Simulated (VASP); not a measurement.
# Ga2S (Cmme) in VASP: relaxation of shape and atoms at fixed volume with PBE

Aim: the relaxation of shape and atoms at fixed volume of Ga2S with PBE.

Everything below comes from runs of VASP 6.6.1. Logs are shortened: lines on timing, memory, paths and dates and some standing lists are left out, and cuts for length are marked.

### 1 The cell of the first run

The structure is orthorhombic, space group Cmme (No. 67). The conventional cell has a = 6.611 Å, b = 8.322 Å, c = 4.733 Å, α = 90.00°, β = 90.00°, γ = 90.00°. Ga (site symmetry m) has 2 S at 2.40 Å and 2 Ga at 2.43 to 2.45 Å within 3.2 Å. S (site symmetry 222) has 4 Ga at 2.40 Å and 2 S at 3.31 Å within 3.4 Å.

### 2 Relaxation of shape and atoms at fixed volume, PBE (21.70 Å³/atom)

INCAR

```
  PREC = Accurate
  ENCUT = 600
  EDIFF = 1E-7
  ISMEAR = 0
  SIGMA = 0.1
  LREAL = False
  LASPH = True
  NELM = 60
  ALGO = Normal
  ISIF = 4
  LWAVE = False
  LCHARG = False
  GGA = PE
  IBRION = 2
  NSW = 50
  EDIFFG = -0.01
```

KPOINTS

```
Automatic mesh
0
Gamma
  6 6 8
```

POSCAR

```
Ga2S
1.0
    3.3054384304     -4.1608878073      0.0000000000
    3.3054384304      4.1608878073      0.0000000000
    0.0000000000      0.0000000000      4.7328269821
Ga S
4 2
Direct
    0.6042011699      0.3957988301      0.6823613434
    0.8957988301      0.1042011699      0.6823613434
    0.3957988301      0.6042011699      0.3176386566
    0.1042011699      0.8957988301      0.3176386566
    0.2500000000      0.2500000000      0.0000000000
    0.7500000000      0.7500000000      0.0000000000
```

Potentials or basis: VASP PAW PBE potentials, release 64 (Ga_d, S).

Run with:

```
$ cat potpaw_PBE.64/Ga_d/POTCAR potpaw_PBE.64/S/POTCAR > POTCAR
$ mpirun -np 1 vasp_std > vasp.out
```

OUTCAR:

```text
PREC = Accurate
   ENCUT = 600
   EDIFF = 1E-7
   ISMEAR = 0
   LREAL = False
   LASPH = True
   NELM = 60
   ISIF = 4
   GGA = PE
   IBRION = 2
   NSW = 50
   EDIFFG = -0.01

 ion  position               nearest neighbor table
   1  0.604  0.396  0.682-   5 2.40   6 2.40   2 2.43   3 2.45
   2  0.896  0.104  0.682-   5 2.40   6 2.40   1 2.43   4 2.45
   3  0.396  0.604  0.318-   5 2.40   6 2.40   4 2.43   1 2.45
   4  0.104  0.896  0.318-   5 2.40   6 2.40   3 2.43   2 2.45
   5  0.250  0.250  0.000-   1 2.40   2 2.40   3 2.40   4 2.40
   6  0.750  0.750  0.000-   1 2.40   2 2.40   3 2.40   4 2.40

  LATTYP: Found a base centered orthorhombic cell.
 ALAT       =     6.6108768608
 B/A-ratio  =     1.2588005782
 C/A-ratio  =     0.7159151625

  Lattice vectors:

 A1 = (   3.3054384304,  -4.1608878073,   0.0000000000)
 A2 = (   3.3054384304,   4.1608878073,   0.0000000000)
 A3 = (   0.0000000000,   0.0000000000,   4.7328269821)

Analysis of symmetry for initial positions (statically):
=====================================================================
 Subroutine PRICEL returns:
 Original cell was already a primitive cell.

 Routine SETGRP: Setting up the symmetry group for a
 base centered orthorhombic supercell.

 Subroutine GETGRP returns: Found  8 space group operations
 (whereof  4 operations were pure point group operations)
 out of a pool of  8 trial point group operations.

The static configuration has the point symmetry C_2h.
 The point group associated with its full space group is D_2h.

Analysis of symmetry for dynamics (positions and initial velocities):
=====================================================================
 Subroutine PRICEL returns:
 Original cell was already a primitive cell.

 Routine SETGRP: Setting up the symmetry group for a
 base centered orthorhombic supercell.

 Subroutine GETGRP returns: Found  8 space group operations
 (whereof  4 operations were pure point group operations)
 out of a pool of  8 trial point group operations.

The dynamic configuration has the point symmetry C_2h.
 The point group associated with its full space group is D_2h.

 Subroutine INISYM returns: Found  8 space group operations
 (whereof  4 operations are pure point group operations),
 and found     1 'primitive' translations

----------------------------------------------------------------------------------------

                                     Primitive cell

  volume of cell :     130.1864

  direct lattice vectors                    reciprocal lattice vectors
     3.305438430 -4.160887807  0.000000000     0.151265864 -0.120166662  0.000000000
     3.305438430  4.160887807  0.000000000     0.151265864  0.120166662  0.000000000
     0.000000000  0.000000000  4.732826982     0.000000000  0.000000000  0.211290209

  length of vectors
     5.314029597  5.314029597  4.732826982     0.193187444  0.193187444  0.211290209

  position of ions in fractional coordinates (direct lattice)
     0.604201170  0.395798830  0.682361343
     0.895798830  0.104201170  0.682361343
     0.395798830  0.604201170  0.317638657
     0.104201170  0.895798830  0.317638657
     0.250000000  0.250000000  0.000000000
     0.750000000  0.750000000  0.000000000

  ion indices of the primitive-cell ions
   primitive index   ion index
                 1           1
                 2           2
                 3           3
                 4           4
                 5           5
                 6           6

----------------------------------------------------------------------------------------

 KPOINTS: Automatic mesh

Automatic generation of k-mesh.
 Grid dimensions read from file:
 generate k-points for:    6    6    8

 Generating k-lattice:

  Cartesian coordinates                     Fractional coordinates (reciprocal lattice)
     0.025210977 -0.020027777  0.000000000     0.166666667 -0.000000000  0.000000000
     0.025210977  0.020027777  0.000000000    -0.000000000  0.166666667  0.000000000
     0.000000000  0.000000000  0.026411276     0.000000000  0.000000000  0.125000000

  Length of vectors
     0.032197907  0.032197907  0.026411276

  Shift w.r.t. Gamma in fractional coordinates (k-lattice)
     0.000000000  0.000000000  0.000000000

 Subroutine IBZKPT returns following result:
 ===========================================

 Found     65 irreducible k-points:

 Following reciprocal coordinates:
            Coordinates               Weight
  0.000000  0.000000  0.000000      1.000000
  0.166667  0.000000  0.000000      4.000000
  0.333333  0.000000  0.000000      4.000000
  0.500000  0.000000  0.000000      2.000000
  0.166667  0.166667  0.000000      2.000000
  0.333333  0.166667  0.000000      4.000000
[... 16 lines left out ...]
  0.333333  0.333333  0.125000      4.000000
  0.500000  0.333333  0.125000      8.000000
 [... further k-points ...]
   k-points           NKPTS =     65   k-points in BZ     NKDIM =     65   number of bands    NBANDS=     38
   number of dos      NEDOS =    301   number of ions     NIONS =      6
   total plane-waves  NPLWV =  70560
   dimension x,y,z NGX =    42 NGY =   42 NGZ =   40
   dimension x,y,z NGXF=    84 NGYF=   84 NGZF=   80
   ions per type =               4   2
   NGX,Y,Z   is equivalent  to a cutoff of  13.14, 13.14, 14.05 a.u.
   NGXF,Y,Z  is equivalent  to a cutoff of  26.28, 26.28, 28.10 a.u.
 SYSTEM =  unknown system
   PREC   = accura    normal or accurate (medium, high low for compatibility)
   ISTART =      0    job   : 0-new  1-cont  2-samecut
   ICHARG =      2    charge: 1-file 2-atom 10-const
   ISPIN  =      1    spin polarized calculation?
   LNONCOLLINEAR =      F non collinear calculations
   LSORBIT =      F    spin-orbit coupling
   LASPH  =      T    aspherical Exc in radial PAW
   ENCUT  =  600.0 eV  44.10 Ry    6.64 a.u.  10.61 10.61  9.45*2*pi/ulx,y,z
   NELM   =     60;   NELMIN=  2; NELMDL= -5     # of ELM steps
   EDIFF  = 0.1E-06   stopping-criterion for ELM
   LREAL  =      F    real-space projection
   EDIFFG = -.1E-01   stopping-criterion for IOM
   NSW    =     50    number of steps for IOM
   IBRION =      2    ionic relax: 0-MD 1-quasi-New 2-CG
   NFREE  =      1    steps in history (QN), initial steepest desc. (CG)
   ISIF   =      4    stress and relaxation
   ISYM   =      2    0-nonsym 1-usesym 2-fastsym
   POTIM  = 0.5000    time-step for ionic-motion
   TEBEG  =    0.0;   TEEND  =   0.0 temperature during run
   PSTRESS=    0.0 pullay stress
   NELECT =      64.0000    total number of electrons
   NUPDOWN=      -1.0000    fix difference up-down
   EMIN   =  10.00;   EMAX   =-10.00  energy-range for DOS
   EFERMI =   0.00;   METHOD = LEGACY
   ISMEAR =     0;   SIGMA  =   0.10  broadening in eV -4-tet -1-fermi 0-gaus
   EFERMI_NEDOS =   21; number of points for ismear=-14 and -15
   IALGO  =     38    algorithm
   IMIX   =      4    mixing-type and parameters
     AMIX     =   0.40;   BMIX     =  1.00
     AMIX_MAG =   1.60;   BMIX_MAG =  1.00
  volume/ion in A,a.u.               =      21.70       146.42
  Fermi-wavevector in a.u.,A,eV,Ry     =   1.292051  2.441622 22.713501  1.669395
  Thomas-Fermi vector in A             =   2.423783
   LORBIT       =      0    0 simple, 1 ext, 2 COOP (PROOUT), +10 PAW based schemes
   GGA     = PE    functional components
   LHFCALC =     F    Hartree Fock is set to
   AEXX    =    0.0000 exact exchange contribution
   IVDW    =     0    specifies the selected vdW correction
   LEPSILON=     F    determine dielectric tensor
   LRPA    =     F    only Hartree local field effects (RPA)
 conjugate gradient relaxation of ions
 non-spin polarized calculation
 Gauss-broadening in eV      SIGMA  =   0.10
  energy-cutoff  :      600.00
  volume of cell :      130.19
 maximum number of plane-waves:      4371
   NGX = 21   NGY = 21   NGZ = 19

--------------------------------------- Ionic step        1  -------------------------------------------

 number of electron      64.0000007 magnetization

 Free energy of the ion-electron system (eV)
  ---------------------------------------------------
  ext. energy  EPLUGINS =         0.00000000
  ---------------------------------------------------
  free energy    TOTEN  =       -21.63553197 eV

  energy without entropy =      -21.63076241  energy(sigma->0) =      -21.63314719

------------------------ aborting loop because EDIFF is reached ----------------------------------------

  FORCE on cell =-STRESS in cart. coord.  units (eV):
  Direction    XX          YY          ZZ          XY          YZ          ZX
  --------------------------------------------------------------------------------------
  -------------------------------------------------------------------------------------
  Total        4.1834768      4.1671609      4.3742394      0.0000000      0.0000000      0.0000000
  in kB       51.4851817     51.2843850     53.8328568      0.0000000      0.0000000      0.0000000
  external PRESSURE =      52.2008078 kB  Pullay stress =       0.0000000 kB
[... 185 lines left out ...]
  energy  without entropy=      -21.6328945639  energy(sigma->0) =      -21.63524675

--------------------------------------- Ionic step        6  -------------------------------------------

 number of electron      63.9999993 magnetization

 Free energy of the ion-electron system (eV)
  ---------------------------------------------------
  ext. energy  EPLUGINS =         0.00000000
  ---------------------------------------------------
  free energy    TOTEN  =       -21.63765603 eV

  energy without entropy =      -21.63289665  energy(sigma->0) =      -21.63527634

 E-fermi :   4.4213     XC(G=0):  -9.5807

 val. band max:        4.4211596739   @ k =   0.3333   0.3333   0.3750
 cond. band min:       4.4403509134   @ k =   0.5000   0.3333   0.3750
 fundamental gap:      0.0191912395
 Fermi energy:         4.4213426476

 k-point     1 :       0.0000    0.0000    0.0000
  band No.  band energies     occupation
      1     -10.9947      2.00000
      2     -10.9156      2.00000
      3     -10.7844      2.00000
      4     -10.6833      2.00000
      5     -10.6532      2.00000
      6     -10.6445      2.00000
[... 973 lines left out ...]
     37       9.0729      0.00000
     38       9.1724      0.00000

 [... further k-points ...]

------------------------ aborting loop because EDIFF is reached ----------------------------------------

  FORCE on cell =-STRESS in cart. coord.  units (eV):
  Direction    XX          YY          ZZ          XY          YZ          ZX
  --------------------------------------------------------------------------------------
  -------------------------------------------------------------------------------------
  Total        4.1243455      4.1239708      4.0986353      0.0000000      0.0000000      0.0000000
  in kB       50.7574648     50.7528538     50.4410547      0.0000000      0.0000000      0.0000000
  external PRESSURE =      50.6504578 kB  Pullay stress =       0.0000000 kB
[... 21 lines left out ...]
  FREE ENERGIE OF THE ION-ELECTRON SYSTEM (eV)
  ---------------------------------------------------
  free  energy   TOTEN  =       -21.6376560279 eV

  energy  without entropy=      -21.6328966454  energy(sigma->0) =      -21.63527634

 reached required accuracy - stopping structural energy minimisation
```

Wall time 21 min (1 thread of Intel Xeon Platinum 8259CL at 2.50GHz (Skylake/Cascade Lake), shared host); peak memory 0.47 GiB.

What came out:

```yaml
Free_energy: -21.6377 eV
Energy_gained_by_relaxing: 0.4 meV/atom
Ionic_steps: 6
Pressure_after_relaxing: 5.1 GPa
Band_gap_on_the_k_mesh: zero (bands 32 and 33 overlap by 1.37 eV)
```

Forces on the atoms (eV/Å):
```
Ga   0.000 -0.002  0.000
Ga   0.000  0.002  0.000
Ga   0.000  0.002  0.000
Ga   0.000 -0.002  0.000
S    0.000  0.000  0.000
S    0.000  0.000  0.000
```

Step by step:
```
step  energy change (eV)  largest force (eV/Å)  pressure (GPa)  volume (Å³)
   1              0.0000                0.1048            5.22       130.19
   2             -0.0014                0.0422            5.13       130.19
   3             -0.0014                0.0425            5.12       130.19
   4             -0.0020                0.0061            5.09       130.19
   5             -0.0021                0.0182            5.07       130.19
   6             -0.0021                0.0020            5.07       130.19
```

Final structure:
```xyz
6
Lattice="3.2958 -4.1687 0.0000 3.2958 4.1687 0.0000 0.0000 0.0000 4.7378" Properties=species:S:1:pos:R:3 pbc="T T T"
Ga    3.2958   -0.8727    3.2237
Ga    3.2958   -3.2960    3.2237
Ga    3.2958    0.8727    1.5141
Ga    3.2958    3.2960    1.5141
S     1.6479    0.0000    0.0000
S     4.9437    0.0000    0.0000
```
